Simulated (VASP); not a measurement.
Wanted: the native input for a VASP 6.6.1 run.

| Quantity | Value |
| --- | --- |
| Task | single point |
| Functional | PBE |
| Potentials or basis | VASP PAW PBE potentials, release 64 (Ga_d, P, As) |
| Cutoff | 520 eV |
| k mesh | 6 × 6 × 6 |
| Occupations | gaussian, width 0.1 eV |
| Spin | no spin polarisation |
| Dipole correction | no |
| Further INCAR settings | ALGO = Normal; EDIFF = 1e-06; NBANDS = 56 |

The structure of Ga5As2P3 lies in POSCAR:

```
Ga5As2P3
1.0
   -1.9212573500      1.9212573500     13.5853410000
    1.9212573500     -1.9212573500     13.5853410000
    1.9212573500      1.9212573500    -13.5853410000
Ga P As
5 3 2
Direct
    0.9000000000      0.9000000000      0.0000000000
    0.5000000000      0.5000000000      0.0000000000
    0.1000000000      0.1000000000      0.0000000000
    0.7000000000      0.7000000000      0.0000000000
    0.3000000000      0.3000000000      0.0000000000
    0.5500000000      0.0500000000      0.5000000000
    0.7500000000      0.2500000000      0.5000000000
    0.9500000000      0.4500000000      0.5000000000
    0.1500000000      0.6500000000      0.5000000000
    0.3500000000      0.8500000000      0.5000000000
```

The input as run:

INCAR

```
SYSTEM = Ga5As2P3
PREC = Accurate
ENCUT = 520
EDIFF = 1E-6
ISMEAR = 0
SIGMA = 0.1
LREAL = .False.
LASPH = .True.
NELM = 60
ALGO = Normal
ISIF = 2
LWAVE = .False.
LCHARG = .False.
GGA = PE
NBANDS = 56
```

KPOINTS

```
Automatic mesh
0
Gamma
  6 6 6
  0 0 0
```

Potentials or basis: VASP PAW PBE potentials, release 64 (Ga_d, P, As).

Run with:

```console
$ cat potpaw_PBE.64/Ga_d/POTCAR potpaw_PBE.64/P/POTCAR potpaw_PBE.64/As/POTCAR > POTCAR
$ mpirun -np 1 vasp_std > vasp.out
```

Results of the run:

| Quantity | Value |
| --- | --- |
| Pressure | 8.1 GPa |
| Largest force | 0.919 eV/Å |
| Band gap on the k mesh | 1.42 eV, indirect (least direct gap 1.43 eV) |

Wall time 51 min on 1 thread of Intel(R) Xeon(R) 6975P-C (Granite Rapids) (shared host), peak memory 2.1 GiB.
